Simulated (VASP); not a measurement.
# AlSi8NO16 in VASP: notebook, part 2 of 2

VASP 6.6.1. The steps go on from the part before.

## Step 4: Single point, PBE

File INCAR:

```
SYSTEM = AlSi8NO16
  ALGO = Normal
  EDIFF = 1E-6
  ENCUT = 520
  GGA = PE
  ISIF = 2
  ISMEAR = -1
  ISYM = 0
  LASPH = .TRUE.
  LCHARG = .FALSE.
  LREAL = Auto
  LWAVE = .FALSE.
  NBANDS = 87
  NELM = 80
  PREC = Accurate
  SIGMA = 0.3447
```

File KPOINTS:

```
Automatic mesh
0
Gamma
  1 1 1
  0.25 0.25 0.25
```

File POSCAR:

```
AlSi8NO16
1.0
    7.6361610000     -0.1511100000     -0.0835260000
   -0.1511100000      7.3133010000     -0.0381800000
   -0.0835260000     -0.0381800000      6.8622450000
Al N Si O
1 1 8 16
Direct
    0.4409490579      0.6850648607      0.6930518347
    0.4184800100      0.4166808557      0.7436617079
    0.6286586760      0.5101339851      0.3905911637
    0.7397261375      0.4102495987      0.7724668378
    0.1665009265      0.7640398183      0.8426456934
    0.1786380793      0.5112953371      0.3124332023
    0.3042384237      0.9247182838      0.1261571924
    0.0403954404      0.1844717901      0.0419217330
    0.9578102545      0.0706868195      0.6327469920
    0.7260968577      0.8774648509      0.1901538890
    0.3970766791      0.4959415417      0.3408725971
    0.1968049828      0.7249471332      0.2121108784
   -0.0110030183      0.5529759404      0.2761174489
    0.4931768433      0.9681832642      0.2482892007
    1.1096582499      0.2180419521      0.7829745450
    0.3567832294      0.7237974601      0.9502926904
    0.7276537259      0.3327929729      0.5048566527
    0.7004593338      0.6446331355      0.2214967054
    0.8553846363      0.5795425504      0.8194589076
    0.4551578528      0.2735888616      0.6585330511
    0.8528081214      0.0793283625      0.1501665137
    0.1023254881     -0.0907646042      0.9920305157
    0.1980762735      0.1584972778      0.1710580058
    0.6204814633      0.7056082685      0.5916108297
    0.7543890582      0.2019287987      0.7939066212
   -0.0068988102     -0.1197920034      0.5428889687
```

Potentials or basis: VASP PAW PBE potentials, release 64 (Al, N, Si, O).

Launch:

```
$ cat potpaw_PBE.64/Al/POTCAR potpaw_PBE.64/N/POTCAR potpaw_PBE.64/Si/POTCAR potpaw_PBE.64/O/POTCAR > POTCAR
$ mpirun -np 1 vasp_std > vasp.out
```

OUTCAR:

```text
SYSTEM = AlSi8NO16
   EDIFF = 1E-6
   ENCUT = 520
   GGA = PE
   ISIF = 2
   ISMEAR = -1
   ISYM = 0
   LASPH = .TRUE.
   LREAL = Auto
   NELM = 80
   PREC = Accurate

 ion  position               nearest neighbor table
   1  0.441  0.685  0.693-  24 1.55  16 1.91   2 2.00   5 2.44   3 2.87   4 3.14
   2  0.418  0.417  0.744-  20 1.24   1 2.00   4 2.46
   3  0.629  0.510  0.391-  18 1.62  17 1.72  11 1.79  24 1.98   4 2.85   1 2.87  10 3.10
   4  0.740  0.410  0.772-  19 1.52  25 1.54  17 1.92   2 2.46  20 2.46   3 2.85   1 3.14
   5  0.167  0.764  0.843-  22 1.57  16 1.65   1 2.44   7 2.46   9 3.15
   6  0.179  0.511  0.312-  13 1.51  11 1.68  12 1.72   8 3.14
   7  0.304  0.925  0.126-  14 1.67  12 1.76  22 1.78  23 1.95  16 1.95   5 2.46   8 2.88
   8  0.040  0.184  0.042-  23 1.50  21 1.78  15 1.88  22 2.11   7 2.88   9 2.97   6 3.14
   9  0.958  0.071  0.633-  26 1.55  15 1.84  25 2.18   8 2.97   5 3.15
  10  0.726  0.877  0.190-  18 1.72  21 1.76  14 1.97   3 3.10
  11  0.397  0.496  0.341-   6 1.68   3 1.79
  12  0.197  0.725  0.212-   6 1.72   7 1.76
  13  0.989  0.553  0.276-   6 1.51
  14  0.493  0.968  0.248-   7 1.67  10 1.97
  15  0.110  0.218  0.783-   9 1.84   8 1.88
  16  0.357  0.724  0.950-   5 1.65   1 1.91   7 1.95
  17  0.728  0.333  0.505-   3 1.72   4 1.92
  18  0.700  0.645  0.221-   3 1.62  10 1.72
  19  0.855  0.580  0.819-   4 1.52
  20  0.455  0.274  0.659-   2 1.24   4 2.46
  21  0.853  0.079  0.150-  10 1.76   8 1.78
  22  0.102  0.909  0.992-   5 1.57   7 1.78   8 2.11
  23  0.198  0.158  0.171-   8 1.50   7 1.95
  24  0.620  0.706  0.592-   1 1.55   3 1.98
  25  0.754  0.202  0.794-   4 1.54   9 2.18
  26  0.993  0.880  0.543-   9 1.55

IMPORTANT INFORMATION: All symmetrisations will be switched off!
NOSYMM: (Re-)initialisation of all symmetry stuff for point group C_1.

----------------------------------------------------------------------------------------

                                     Primitive cell

  volume of cell :     383.0060

  direct lattice vectors                    reciprocal lattice vectors
     7.636161000 -0.151110000 -0.083526000     0.131027207  0.002715735  0.001609949
[... 136 lines left out ...]
   LHFCALC =     F    Hartree Fock is set to
   AEXX    =    0.0000 exact exchange contribution
   IVDW    =     0    specifies the selected vdW correction
   LEPSILON=     F    determine dielectric tensor
   LRPA    =     F    only Hartree local field effects (RPA)
 non-spin polarized calculation
  energy-cutoff  :      520.00
  volume of cell :      383.01
 maximum number of plane-waves:     10316
 NGX is ok and might be reduce to    56
   NGX = 29   NGY = 27   NGZ = 25

 number of electron     136.0000003 magnetization

 Free energy of the ion-electron system (eV)
  ---------------------------------------------------
  ext. energy  EPLUGINS =         0.00000000
  ---------------------------------------------------
  free energy    TOTEN  =      -164.62146185 eV

  energy without entropy =     -162.21620804  energy(sigma->0) =     -163.41883494

 E-fermi :   2.8806     XC(G=0):  -8.7877

 val. band max:        2.7818313582   @ k =   0.2500   0.2500   0.2500
 cond. band min:       2.9637114964   @ k =   0.2500   0.2500   0.2500
 fundamental gap:      0.1818801382
 Fermi energy:         2.8806069044

 k-point     1 :       0.2500    0.2500    0.2500
  band No.  band energies     occupation
      1     -21.5111      2.00000
      2     -19.8479      2.00000
      3     -18.2786      2.00000
      4     -17.9002      2.00000
      5     -17.5078      2.00000
      6     -17.2125      2.00000
[... 72 lines left out ...]
     79       6.4005      0.00007
     80       6.7328      0.00003
 [bands above 80 left out]

------------------------ aborting loop because EDIFF is reached ----------------------------------------

  FORCE on cell =-STRESS in cart. coord.  units (eV):
  Direction    XX          YY          ZZ          XY          YZ          ZX
  --------------------------------------------------------------------------------------
  -------------------------------------------------------------------------------------
  Total        8.9751054    -10.8766647     11.6109649      0.0428138     -8.3618912      4.5598821
  in kB       37.5443485    -45.4988848     48.5705841      0.1790973    -34.9791719     19.0747400
  external PRESSURE =      13.5386826 kB  Pullay stress =       0.0000000 kB

 VOLUME and BASIS-vectors are now :
 -----------------------------------------------------------------------------
  energy-cutoff  :      520.00
  volume of cell :      383.01
      direct lattice vectors                 reciprocal lattice vectors
     7.636161000 -0.151110000 -0.083526000     0.131027207  0.002715735  0.001609949
    -0.151110000  7.313301000 -0.038180000     0.002715735  0.136797418  0.000794166
    -0.083526000 -0.038180000  6.862245000     0.001609949  0.000794166  0.145748919

 POSITION                                       TOTAL-FORCE (eV/Angst)
 -----------------------------------------------------------------------------------
      3.20575      4.91699      4.69291        -5.131045     -1.516111      3.005612
      3.07050      2.95568      5.05233         1.700728     -0.659265      0.277979
      4.69083      3.62085      2.60835        -1.153517      1.108482      2.254795
      5.52215      2.85901      5.22341        -0.623823      0.239233     -3.127034
      1.08559      5.53032      5.73936        -2.079214     -3.239728     -4.187181
      1.26075      3.70033      2.10955         5.105475      2.551797     -0.740045
[... 18 lines left out ...]
      5.66381      1.33246      5.37726         1.931933     -4.574870      2.027987
      7.40513      6.26643      3.60888         0.091358      0.143641      0.610332
 -----------------------------------------------------------------------------------
    total drift:                                0.013816      0.007395     -0.008927

  FREE ENERGIE OF THE ION-ELECTRON SYSTEM (eV)
  ---------------------------------------------------
  free  energy   TOTEN  =      -164.6214618476 eV

  energy  without entropy=     -162.2162080403  energy(sigma->0) =     -163.41883494
```

OSZICAR:

```text
N       E                     dE             d eps       ncg     rms          rms(c)
DAV:   1     0.884841454647E+03    0.88484E+03   -0.68408E+04   174   0.141E+03
DAV:   2    -0.104311037985E+03   -0.98915E+03   -0.94296E+03   220   0.319E+02
DAV:   3    -0.192453598321E+03   -0.88143E+02   -0.87112E+02   196   0.101E+02
[... 11 lines left out ...]
DAV:  15    -0.164621397908E+03   -0.13186E-03   -0.25187E-04   212   0.645E-02    0.295E-02
DAV:  16    -0.164621439497E+03   -0.41589E-04   -0.36748E-05   196   0.295E-02    0.136E-02
DAV:  17    -0.164621458980E+03   -0.19484E-04   -0.32642E-05   204   0.233E-02    0.621E-03
DAV:  18    -0.164621461150E+03   -0.21701E-05   -0.33356E-06   148   0.857E-03    0.443E-03
DAV:  19    -0.164621461848E+03   -0.69708E-06   -0.18819E-06   132   0.589E-03
   1 F= -.16462146E+03 E0= -.16341883E+03  d E =-.240525E+01
```

Wall time 78 s (1 thread of Intel Xeon 6975P-C, shared host); peak memory 0.41 GiB.

Results:

```yaml
Free_energy: -164.6215 eV
Pressure: 1.4 GPa
Largest_force: 7.155 eV/Å
Band_gap_on_the_k_mesh: 0.18 eV
```

Forces on the atoms (eV/Å):
```
Al  -5.131 -1.516  3.006
N    1.701 -0.659  0.278
Si  -1.154  1.108  2.255
Si  -0.624  0.239 -3.127
Si  -2.079 -3.240 -4.187
Si   5.105  2.552 -0.740
Si  -0.611 -1.726  3.828
Si  -5.341 -0.707 -4.419
Si  -0.322  3.654  1.916
Si  -1.538  1.068  0.588
O    1.130 -1.113  0.658
O    2.783  1.964  2.223
O   -4.713 -3.521  0.804
O    1.327 -0.642 -1.777
O   -2.506 -1.937  0.820
O    2.799  1.668 -1.197
O   -1.281  4.195 -1.646
O   -0.327  1.587 -1.020
O    1.998  1.646  1.384
O   -2.325 -0.009  0.150
O   -0.125 -0.694 -0.218
O   -1.142  2.698 -1.235
O    6.078 -1.056  3.625
O    4.275 -1.130 -4.606
O    1.932 -4.575  2.028
O    0.091  0.144  0.610
```

Caveat: the k points lie up to 0.92 Å⁻¹ apart; the standard files for N, O and F lose accuracy on very short bonds.

## Step 5: Single point, PBE

File INCAR:

```
SYSTEM = AlSi8NO16
PREC = Accurate ; ENCUT = 520
EDIFF = 1E-7 ; ISMEAR = -1
SIGMA = 0.2482 ; LREAL = Auto
LASPH = .True. ; NELM = 100
ALGO = Normal ; ISIF = 2
LWAVE = .False. ; LCHARG = .False.
GGA = PE ; ISYM = 0
NBANDS = 87
```

KPOINTS is that of step 4.

File POSCAR:

```
AlSi8NO16
1.0
    7.6361610000     -0.1511100000     -0.0835260000
   -0.1511100000      7.3133010000     -0.0381800000
   -0.0835260000     -0.0381800000      6.8622450000
Al N Si O
1 1 8 16
Direct
    0.4254939333      0.6674757038      0.6877250854
    0.5454670753      0.4785737624      0.7277748942
    0.6109892754      0.5838582034      0.3263015524
    0.7931550552      0.4693763770      0.6674716305
    0.1076401361      0.7577631651      0.7211265625
    0.2190332743      0.5470466204      0.3223802434
    0.3157271279      0.8903882119      0.0800543330
    0.0150248829      0.0394093508      0.0365907392
    0.9251524198      0.1221546242      0.6664157494
    0.7063032276      0.9235354572      0.2147800417
    0.3979880290      0.5139524689      0.2348646913
    0.2211088308      0.7738531777      0.2641294577
    1.1300788711      0.4070028650      0.4615568720
    0.5297425939      0.9983579143      0.1759436722
    0.0516502882      0.1743807594      0.8455240230
    0.3953679758      0.7537789856      0.9154152595
    0.7764992314      0.4594931685      0.4518609178
    0.7017542046      0.6554275750      0.1351247218
    0.9541753229      0.6216068109      0.7962356920
    0.4426552113      0.3536061975      0.8013077213
    0.7882149773     -0.0482829279      0.0026519021
    0.1174012362      0.8606645185      0.9499524175
    0.1727281800      0.1206152141      0.2159091351
    0.5548386375      0.7356768225      0.4957143898
    0.7755666655      0.2468905205      0.7444424181
    0.9959644878      0.9280410880      0.5814463836
```

Launch:

```
$ cat potpaw_PBE.64/Al/POTCAR potpaw_PBE.64/N/POTCAR potpaw_PBE.64/Si/POTCAR potpaw_PBE.64/O/POTCAR > POTCAR
$ mpirun -np 1 vasp_std > vasp.out
```

Wall time 89 s (1 thread of Intel Xeon 6975P-C, shared host); peak memory 0.42 GiB.

Results (log left out):

```yaml
Free_energy: -175.9560 eV
Pressure: 3.5 GPa
Largest_force: 8.674 eV/Å
Band_gap_on_the_k_mesh: 0.41 eV
```

Forces in eV/Å, atoms in the order of the input:
```
Al  -2.518  3.219 -0.001
N    1.478 -2.753  1.252
Si  -1.270 -0.751  0.297
Si  -0.077  0.070  8.518
Si   0.176  1.087 -1.737
Si  -1.454  2.263  0.855
Si   1.845  0.484  3.064
Si   0.037  2.005  1.608
Si   1.261 -1.959 -1.271
Si   3.625 -3.388  0.760
O    5.713 -2.141 -0.073
O   -0.792 -1.989  0.953
O   -0.833  0.665  0.202
O   -8.536  1.183 -0.984
O    1.848  0.135  2.027
O    0.842  1.274  0.934
O   -2.111  1.160 -7.488
O    0.339  1.657  1.216
O   -3.946 -3.969 -1.904
O    1.273 -0.045 -0.138
O    5.459  2.592 -1.363
O   -0.003  0.572 -0.457
O   -1.853 -2.819 -3.945
O    0.993 -0.043 -1.301
O   -1.130  1.571 -1.705
O   -0.365 -0.080  0.682
```

Stress tensor (GPa, compression positive):
```
 2.75 -8.75 -1.84
-8.75  1.22 -4.59
-1.84 -4.59  6.67
```

Levels at points of the mesh, in eV from the valence-band top:
| k point | band 64 | band 65 | band 66 | band 67 | band 68 | band 69 | band 70 | band 71 | band 72 | band 73 |
| --- | --- | --- | --- | --- | --- | --- | --- | --- | --- | --- |
| (0.25, 0.25, 0.25) | -1.76 | -1.19 | -0.85 | -0.51 | 0.00 | 0.41 | 1.25 | 2.36 | 2.92 | 3.28 |

Caveat: the k points lie up to 0.92 Å⁻¹ apart.

## Step 6: Single point, PBE

File INCAR:

```
  PREC = Accurate
  ENCUT = 520
  EDIFF = 1E-7
  ISMEAR = -1
  SIGMA = 0.2482
  LREAL = Auto
  LASPH = True
  NELM = 100
  ALGO = Normal
  ISIF = 2
  LWAVE = False
  LCHARG = True
  GGA = PE
  LELF = True
  LVHAR = True
  NBANDS = 87
  ISYM = 0
```

KPOINTS is that of step 5.

File POSCAR:

```
AlSi8NO16
1.0
    7.6361610000     -0.1511100000     -0.0835260000
   -0.1511100000      7.3133010000     -0.0381800000
   -0.0835260000     -0.0381800000      6.8622450000
Al N Si O
1 1 8 16
Direct
    0.3663034664      0.7377676300      0.7051238817
    0.5367163695      0.4811759337      0.7748618810
    0.6150430492      0.6168787771      0.2958622896
    0.7354238079      0.4484627662      0.6171897560
    0.0434375636      0.7174543089      0.7334328010
    0.2302208830      0.5479836232      0.3897459861
    0.3097438843      0.9115011145      0.0972659502
    0.0384997836      0.0807123764     -0.0384179913
    0.9301663689      0.0958518290      0.6154488362
    0.6476202245      0.9332717725      0.1495415047
    0.4168836304      0.4716738107      0.2580740163
    0.2462022836      0.7458439613      0.2593179950
    1.2878890900      0.4974015474      0.6165875767
    0.4661031430      1.0480834460      0.1437367155
    0.0782706161      0.1843823542      0.7650912128
    0.4284024027      0.8813254416      0.8794223675
    0.7636540486      0.4662334640      0.3383943246
    0.6763227838      0.7311938746      0.0844881695
    0.8913542696      0.5476182238      0.7444043925
    0.4997410635      0.3085528830      0.7364388653
    0.8338663086      0.0386906435      0.0261336816
    0.0894407590      0.8468322715      0.9544239072
    0.1673575969      0.1190313585      0.1334401975
    0.6183670462      0.7441771518      0.5702740735
    0.7988526990      0.2308070008      0.5510329611
    0.9950944895      0.9034005434      0.5611411564
```

Potentials or basis: VASP PAW PBE potentials, release 64 (Al, N, Si, O).

Launch:

```
$ cat potpaw_PBE.64/Al/POTCAR potpaw_PBE.64/N/POTCAR potpaw_PBE.64/Si/POTCAR potpaw_PBE.64/O/POTCAR > POTCAR
$ mpirun -np 1 vasp_std > vasp.out
```

Wall time 98 s (1 thread of Intel Xeon 6975P-C, shared host); peak memory 0.42 GiB.

The run converged. Its results:

| Quantity | Value |
| --- | --- |
| Free energy | -174.3028 eV |
| Pressure | 1.2 GPa |
| Largest force | 6.455 eV/Å |
| Band gap on the k mesh | 0.36 eV |

Forces on the atoms (eV/Å):
```
Al   1.878 -3.550 -2.609
N    2.251 -2.047 -1.187
Si  -1.996 -1.563  0.915
Si  -1.497  0.786 -2.615
Si   0.757  1.261 -0.396
Si   2.244 -1.092 -2.700
Si  -5.076 -1.162 -1.686
Si  -2.573 -2.837  2.925
Si   1.913 -1.013  0.334
Si   2.743  4.846 -1.067
O    1.255  2.072  1.429
O    0.607  2.050 -0.057
O   -0.811  1.705 -1.227
O    4.847  2.253  3.619
O   -0.106  1.031 -0.771
O   -1.440  0.361  2.315
O   -0.722  1.525  2.778
O   -0.422 -3.652  1.148
O    1.870  1.359  0.609
O    0.148 -0.319  0.964
O   -2.045  0.758 -0.043
O   -0.940 -0.263 -1.685
O    2.558 -0.566  1.875
O   -1.683 -1.541 -3.304
O   -2.909  1.977  0.267
O   -0.851 -2.377  0.168
```

Stress tensor (GPa, compression positive):
```
 1.82 -3.98 10.11
-3.98  3.09  1.42
10.11  1.42 -1.23
```

Levels at points of the mesh, in eV from the valence-band top:
| k point | band 64 | band 65 | band 66 | band 67 | band 68 | band 69 | band 70 | band 71 | band 72 | band 73 |
| --- | --- | --- | --- | --- | --- | --- | --- | --- | --- | --- |
| (0.25, 0.25, 0.25) | -2.38 | -1.63 | -0.61 | -0.34 | 0.00 | 0.36 | 0.79 | 1.70 | 2.32 | 2.50 |

Caveat: the k points lie up to 0.92 Å⁻¹ apart.
